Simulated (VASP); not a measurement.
# Er3Se (P4/mmm) in VASP: a series of runs, part 2 of 3

VASP 6.6.1.

## (3) Single point, PBE

This run uses another cell than the first one, of 31.86 Å³/atom.

Input file INCAR:

```
ALGO     = Normal         # electronic algorithm
EDIFF    = 1E-6           # SCF threshold, eV
ENCUT    = 500            # plane-wave cutoff, eV
GGA      = PE             # functional
GGA_COMPAT= False        
ISIF     = 2              # what is computed and relaxed
ISMEAR   = 0              # smearing method
LASPH    = True           # aspherical terms in the spheres
LCHARG   = False          # write CHGCAR
LMAXMIX  = 6              # l up to which the mixer works
LREAL    = False          # projectors in reciprocal space
LWAVE    = False          # write WAVECAR
NBANDS   = 24             # bands
NELM     = 200            # most SCF steps
PREC     = Accurate       # precision mode
SIGMA    = 0.1            # smearing width, eV
```

Input file KPOINTS:

```
k-points
0
Gamma
  6 6 2
```

Input file POSCAR:

```
Er3Se
1.0
    3.6543004100      0.0000000000      0.0000000000
    0.0000000000      3.6543004100      0.0000000000
    0.0000000000      0.0000000000      9.5432478000
Er Se
3 1
Direct
    0.5000000000      0.5000000000      0.7654517900
    0.0000000000      0.0000000000      0.5000000000
    0.5000000000      0.5000000000      0.2345482100
    0.0000000000      0.0000000000      0.0000000000
```

Potentials or basis: VASP PAW PBE potentials, release 64 (Er_3, Se), 4f in core.

Launch:

```console
cat potpaw_PBE.64/Er_3/POTCAR potpaw_PBE.64/Se/POTCAR > POTCAR
mpirun -np 1 vasp_std > vasp.out
```

Wall time 65 s (1 thread of AMD EPYC 7R43 (Zen 3), shared host); peak memory 0.21 GiB.

It converged, with:

```
Free energy            : -18.8394 eV
Pressure               : -6.1 GPa
Largest force          : 1.135 eV/Å
Band gap on the k mesh : zero (an odd number of electrons rules out a gap without spin polarisation)
```

Forces on the atoms (eV/Å):
```
Er   0.000  0.000  1.135
Er   0.000  0.000  0.000
Er   0.000  0.000 -1.135
Se   0.000  0.000  0.000
```

Stress tensor (GPa, compression positive):
```
-4.16  0.00  0.00
 0.00 -4.16  0.00
 0.00  0.00 -9.87
```

Levels at points of the mesh, in eV from the Fermi level:
```
           k point  band 15  band 16  band 17  band 18  band 19  band 20
(0.00, 0.00, 0.00)    -0.83    -0.55    -0.41     0.13     1.38     2.05
(0.50, 0.00, 0.00)    -0.83    -0.40     0.34     0.60     1.17     1.40
(0.50, 0.50, 0.00)    -1.07    -0.37    -0.37     0.86     0.86     1.68
(0.00, 0.00, 0.50)    -0.83    -0.49    -0.13     0.00     1.18     1.49
(0.50, 0.00, 0.50)    -1.07    -0.41     0.28     0.60     1.34     1.43
(0.50, 0.50, 0.50)    -0.28    -0.22    -0.22     0.52     0.52     0.59
```

Caveat: the stress differs along the axes, from -10 to -4 GPa; spin-orbit coupling is left out, which moves the levels of the heavy elements; the 4f electrons are frozen in the core, so they carry no moment and show no levels; the run has no spin polarisation, though such a crystal can be magnetic; forces of over 1 eV/Å act on the atoms, so gaps and moduli don't describe the material at rest.

## (4) Relaxation of cell and atoms, PBE

This run uses another cell than the first one, of 31.86 Å³/atom.

Input file INCAR:

```
SYSTEM = Er3Se
  PREC = Accurate
  ENCUT = 500
  EDIFF = 1E-7
  ISMEAR = 0
  SIGMA = 0.1
  LREAL = .FALSE.
  LASPH = .TRUE.
  NELM = 200
  ALGO = Normal
  ISIF = 3
  LWAVE = .FALSE.
  LCHARG = .FALSE.
  GGA = PE
  IBRION = 2
  NSW = 90
  EDIFFG = -0.04
  GGA_COMPAT = .FALSE.
  NELMIN = 4
  LMAXMIX = 6
```

Input file KPOINTS:

```
Automatic mesh
0
G
  6 6 2
  0 0 0
```

POSCAR is that of step 3.

Potentials or basis: VASP PAW PBE potentials, release 64 (Er_3, Se), 4f in core.

Launch:

```console
cat potpaw_PBE.64/Er_3/POTCAR potpaw_PBE.64/Se/POTCAR > POTCAR
mpirun -np 1 vasp_std > vasp.out
```

OUTCAR:

```text
SYSTEM = Er3Se
   PREC = Accurate
   ENCUT = 500
   EDIFF = 1E-7
   ISMEAR = 0
   LREAL = .FALSE.
   LASPH = .TRUE.
   NELM = 200
   ISIF = 3
   GGA = PE
   IBRION = 2
   NSW = 90
   EDIFFG = -0.04
   NELMIN = 4

 ion  position               nearest neighbor table
   1  0.500  0.500  0.765-   2 3.62   2 3.62   2 3.62   2 3.62
   2  0.000  0.000  0.500-   1 3.62   3 3.62   1 3.62   3 3.62   1 3.62   3 3.62   1 3.62   3 3.62

   3  0.500  0.500  0.235-   2 3.62   2 3.62   2 3.62   2 3.62
   4  0.000  0.000  0.000-

  LATTYP: Found a simple tetragonal cell.
 ALAT       =     3.6543004100
 C/A-ratio  =     2.6115115697

  Lattice vectors:

 A1 = (   3.6543004100,   0.0000000000,   0.0000000000)
 A2 = (   0.0000000000,   3.6543004100,   0.0000000000)
 A3 = (   0.0000000000,   0.0000000000,   9.5432478000)

Analysis of symmetry for initial positions (statically):
=====================================================================
 Subroutine PRICEL returns:
 Original cell was already a primitive cell.

 Routine SETGRP: Setting up the symmetry group for a
 simple tetragonal supercell.

 Subroutine GETGRP returns: Found 16 space group operations
 (whereof 16 operations were pure point group operations)
 out of a pool of 16 trial point group operations.

The static configuration has the point symmetry D_4h.

Analysis of symmetry for dynamics (positions and initial velocities):
=====================================================================
 Subroutine PRICEL returns:
 Original cell was already a primitive cell.

 Routine SETGRP: Setting up the symmetry group for a
 simple tetragonal supercell.

 Subroutine GETGRP returns: Found 16 space group operations
 (whereof 16 operations were pure point group operations)
 out of a pool of 16 trial point group operations.

The dynamic configuration has the point symmetry D_4h.

 Subroutine INISYM returns: Found 16 space group operations
 (whereof 16 operations are pure point group operations),
 and found     1 'primitive' translations

----------------------------------------------------------------------------------------

[... 110 lines left out ...]
     AMIX     =   0.40;   BMIX     =  1.00
     AMIX_MAG =   1.60;   BMIX_MAG =  1.00
  volume/ion in A,a.u.               =      31.86       215.00
  Fermi-wavevector in a.u.,A,eV,Ry     =   1.043465  1.971863 14.814286  1.088819
  Thomas-Fermi vector in A             =   2.178175
   LORBIT       =      0    0 simple, 1 ext, 2 COOP (PROOUT), +10 PAW based schemes
   GGA     = PE    functional components
   LHFCALC =     F    Hartree Fock is set to
   AEXX    =    0.0000 exact exchange contribution
   IVDW    =     0    specifies the selected vdW correction
   LEPSILON=     F    determine dielectric tensor
   LRPA    =     F    only Hartree local field effects (RPA)
 conjugate gradient relaxation of ions
 non-spin polarized calculation
 Gauss-broadening in eV      SIGMA  =   0.10
  energy-cutoff  :      500.00
  volume of cell :      127.44
 maximum number of plane-waves:      3266
 NGX is ok and might be reduce to    28
   NGX = 13   NGY = 13   NGZ = 35

--------------------------------------- Ionic step        1  -------------------------------------------

 number of electron      33.0000001 magnetization

 Free energy of the ion-electron system (eV)
  ---------------------------------------------------
  ext. energy  EPLUGINS =         0.00000000
  ---------------------------------------------------
  free energy    TOTEN  =       -18.83938226 eV

  energy without entropy =      -18.81566173  energy(sigma->0) =      -18.82752200

 E-fermi :   2.7614     XC(G=0):  -9.4189

 val. band max:        2.7592710793   @ k =   0.0000   0.0000   0.5000
 cond. band min:       2.7918018898   @ k =   0.3333   0.3333   0.5000
 fundamental gap:      0.0325308105
 Fermi energy:         2.7613670322

 k-point     1 :       0.0000    0.0000    0.0000
  band No.  band energies     occupation
      1     -22.7178      2.00000
      2     -22.7123      2.00000
      3     -22.6028      2.00000
      4     -22.6028      2.00000
      5     -22.5984      2.00000
      6     -22.5984      2.00000
[... 556 lines left out ...]
  FREE ENERGIE OF THE ION-ELECTRON SYSTEM (eV)
  ---------------------------------------------------
  free  energy   TOTEN  =       -19.5040479003 eV

  energy  without entropy=      -19.4895671821  energy(sigma->0) =      -19.49680754

[... ionic steps 4 to 7 ...]

--------------------------------------- Ionic step        8  -------------------------------------------

 number of electron      33.0000007 magnetization

------------------------ aborting loop because EDIFF is reached ----------------------------------------
[... 71 lines left out ...]
--------------------------------------- Ionic step       10  -------------------------------------------

 number of electron      33.0000005 magnetization

 Free energy of the ion-electron system (eV)
  ---------------------------------------------------
  ext. energy  EPLUGINS =         0.00000000
  ---------------------------------------------------
  free energy    TOTEN  =       -19.72347734 eV

  energy without entropy =      -19.70856055  energy(sigma->0) =      -19.71601895

 E-fermi :   4.0618     XC(G=0): -10.1483

 val. band max:        4.0051762111   @ k =   0.3333   0.3333   0.0000
 cond. band min:       4.0812965194   @ k =   0.3333   0.1667   0.0000
 fundamental gap:      0.0761203082
 Fermi energy:         4.0618315147

 k-point     1 :       0.0000    0.0000    0.0000
  band No.  band energies     occupation
      1     -21.1827      2.00000
      2     -21.0515      2.00000
      3     -20.9203      2.00000
      4     -20.9203      2.00000
      5     -20.8938      2.00000
      6     -20.8938      2.00000
[... 480 lines left out ...]
  FREE ENERGIE OF THE ION-ELECTRON SYSTEM (eV)
  ---------------------------------------------------
  free  energy   TOTEN  =       -19.7234773427 eV

  energy  without entropy=      -19.7085605475  energy(sigma->0) =      -19.71601895

 reached required accuracy - stopping structural energy minimisation
```

Wall time 6.8 min (1 thread of AMD EPYC 7R43 (Zen 3), shared host); peak memory 0.23 GiB.

Results:

```yaml
Free_energy: -19.7235 eV
Relaxed_volume: 26.78 Å³/atom
Relaxed_cell: a = 3.577 Å, b = 3.577 Å, c = 8.375 Å, α = 90.00°, β = 90.00°, γ = 90.00°
Space_group_after_relaxing_to_0.1_Å: P4/mmm (No. 123)
Energy_gained_by_relaxing: 221.0 meV/atom
Ionic_steps: 10
Pressure_after_relaxing: 0.0 GPa
Largest_force_after_relaxing: 0.030 eV/Å
Band_gap_on_the_k_mesh: zero (an odd number of electrons rules out a gap without spin polarisation)
```

Forces on the atoms (eV/Å):
```
Er   0.000  0.000  0.030
Er   0.000  0.000  0.000
Er   0.000  0.000 -0.030
Se   0.000  0.000  0.000
```

The path:
```csv
step,energy change (eV),largest force (eV/Å),pressure (GPa),volume (Å³)
1,0.0000,1.1359,-6.06,127.44
2,-0.6588,1.1046,1.00,106.35
3,-0.6647,1.0864,1.91,104.54
4,-0.8329,0.5583,0.91,105.50
5,-0.8599,0.1158,-0.10,106.42
6,-0.8704,0.1224,0.19,106.13
7,-0.8752,0.1077,0.00,106.70
8,-0.8812,0.0663,-0.48,108.01
9,-0.8839,0.0414,-0.11,107.39
10,-0.8841,0.0302,0.04,107.13
```

Final structure:
```cif
data_structure
_symmetry_space_group_name_H-M 'P 1'
_symmetry_Int_Tables_number 1
_cell_length_a 3.5766
_cell_length_b 3.5766
_cell_length_c 8.3751
_cell_angle_alpha 90.000
_cell_angle_beta 90.000
_cell_angle_gamma 90.000
_cell_volume 107.13
loop_
_atom_site_label
_atom_site_type_symbol
_atom_site_fract_x
_atom_site_fract_y
_atom_site_fract_z
_atom_site_occupancy
Er1 Er 0.50000 0.50000 0.78892 1
Er2 Er 0.00000 0.00000 0.50000 1
Er3 Er 0.50000 0.50000 0.21108 1
Se1 Se 0.00000 0.00000 0.00000 1
```

Caveat: the volume moved by over 15 % at a fixed basis, so the end points are rough; spin-orbit coupling is left out, which moves the levels of the heavy elements; the 4f electrons are frozen in the core, so they carry no moment and show no levels; the run has no spin polarisation, though such a crystal can be magnetic. With open d or f shells a metallic result of PBE can be an artefact of self-interaction; +U or a hybrid may open a gap.

[end of part 2 of 3]

The gap in the log of VASP goes by the Fermi energy; the results here count the filled bands.